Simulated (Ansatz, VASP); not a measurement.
**One calculation of Ga2O3, two programs**

```
CELL_PARAMETERS angstrom
2.49226 1.43891 4.52545
-2.49226 1.43891 4.52545
0.00000 -2.87781 4.52545
ATOMIC_POSITIONS crystal
Ga 0.85504 0.85504 0.85504
Ga 0.35504 0.35504 0.35504
Ga 0.14496 0.14496 0.14496
Ga 0.64496 0.64496 0.64496
O 0.44622 0.05378 0.75000
O 0.05378 0.75000 0.44622
O 0.55378 0.94622 0.25000
O 0.25000 0.55378 0.94622
O 0.94622 0.25000 0.55378
O 0.75000 0.44622 0.05378
```

Change from the starting cell: uniaxial_z strain +1.0%.

Alike in both runs: task single point; functional r2SCAN; k mesh 6 × 6 × 6; no spin polarisation.

|  | VASP | Ansatz |
| --- | --- | --- |
| version | VASP 6.6.1 | Ansatz 0.2.0 |
| potentials or method | VASP PAW PBE potentials, release 64 (Ga_d, O) | plane waves, PAW |
| plane-wave cutoff (eV) | 520 | 500 |
| occupations | gaussian, width 0.01 eV | fixed |
| valence electrons in the cell | 88 | 88 |

VASP gave:

| Item | Value |
| --- | --- |
| gap on the k mesh at the Fermi level (eV) | 3.44 |
| pressure (GPa) | -0.3 |
| traceless stress, the component that is largest in VASP (GPa) | -2.02 |
| rms of the force components (eV/Å) | 0.022 |

Which values does Ansatz return?

gap on the k mesh at the Fermi level (eV): 3.45; pressure (GPa): -2.1; traceless stress, the component that is largest in VASP (GPa): -1.60; rms of the force components (eV/Å): 0.000.

VASP's potentials were made for PBE, not for r2SCAN. Atom by atom the forces differ by 0.022 eV/Å (rms over components).
